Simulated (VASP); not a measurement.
MgBe:

```
Mg Be
1.0
     3.29389    0.00000    0.00000
     0.00000    3.29389    0.00000
     0.00000    0.00000    4.88008
Mg Be
2 2
Direct
  0.50000 0.00000 0.48844
  0.00000 0.50000 0.48844
  0.50000 0.50000 0.86064
  0.50000 0.50000 0.31905
```

| Item | Value |
| --- | --- |
| Program | VASP 6.6.1 |
| Task | relaxation of cell and atoms |
| Functional | PBE |
| Potentials or basis | VASP PAW PBE potentials, release 64 (Mg, Be) |
| Cutoff | 600 eV |
| k mesh | 6 × 6 × 4 |
| Occupations | gaussian, width 0.1 eV |
| Spin | no spin polarisation |

At the start: pressure 64.4 GPa; volume 13.24 Å³/atom.

Q: How do energy, volume and symmetry change on relaxing?

A: Over 25 steps the energy falls by 2513.4 meV/atom and the volume is 22.08 Å³/atom (+66.8 %); space group P4/mmm (No. 123, to 0.05 Å).

The path:
| step | energy change (eV) | largest force (eV/Å) | pressure (GPa) | volume (Å³) |
| --- | --- | --- | --- | --- |
| 1 | 0.0000 | 9.5796 | 64.43 | 52.95 |
| 2 | -7.9109 | 3.1169 | -0.80 | 103.32 |
| 3 | -8.0825 | 1.6456 | 2.67 | 89.44 |
| 4 | -8.0989 | 2.1182 | 1.11 | 94.06 |
| 5 | -8.1027 | 2.0187 | 1.39 | 93.10 |
| 6 | -8.3642 | 0.8247 | -0.20 | 96.47 |
| 7 | -8.4967 | 0.2822 | -1.23 | 99.83 |
| 8 | -8.6614 | 0.1215 | -2.80 | 106.66 |
| 9 | -8.8062 | 1.0392 | -3.16 | 120.76 |
| 10 | -8.7615 | 0.2433 | -3.32 | 110.74 |
| 11 | -8.8822 | 0.1772 | -3.55 | 115.71 |
| 12 | -9.1035 | 0.9260 | -3.04 | 113.67 |
| 13 | -9.1093 | 1.1597 | -2.93 | 113.38 |
| 14 | -9.2788 | 1.1849 | -2.70 | 109.35 |
| 15 | -9.7482 | 1.3208 | -1.52 | 97.67 |
| 16 | -9.6679 | 1.0580 | 6.53 | 76.16 |
| 17 | -9.9359 | 1.5273 | 0.37 | 89.75 |
| 18 | -9.9478 | 0.5836 | 3.53 | 81.20 |
| 19 | -9.9895 | 1.1731 | 1.89 | 85.06 |
| 20 | -9.9977 | 1.1012 | 0.81 | 85.81 |
| 21 | -10.0413 | 0.0147 | 1.17 | 85.45 |
| 22 | -10.0524 | 0.0315 | 0.40 | 87.33 |
| 23 | -10.0534 | 0.0470 | 0.08 | 88.19 |
| 24 | -10.0534 | 0.0474 | 0.09 | 88.14 |
| 25 | -10.0536 | 0.0156 | 0.00 | 88.34 |

Final structure:
```cif
data_structure
_symmetry_space_group_name_H-M 'P 1'
_symmetry_Int_Tables_number 1
_cell_length_a 4.7152
_cell_length_b 4.7152
_cell_length_c 3.9732
_cell_angle_alpha 90.000
_cell_angle_beta 90.000
_cell_angle_gamma 90.000
_cell_volume 88.34
loop_
_atom_site_label
_atom_site_type_symbol
_atom_site_fract_x
_atom_site_fract_y
_atom_site_fract_z
_atom_site_occupancy
Mg1 Mg 0.50000 0.00000 0.53640 1
Mg2 Mg 0.00000 0.50000 0.53640 1
Be1 Be 0.50000 0.50000 0.78917 1
Be2 Be 0.50000 0.50000 0.29460 1
```

Caveat: the volume moved by over 15 % at a fixed basis, so the end points are rough.
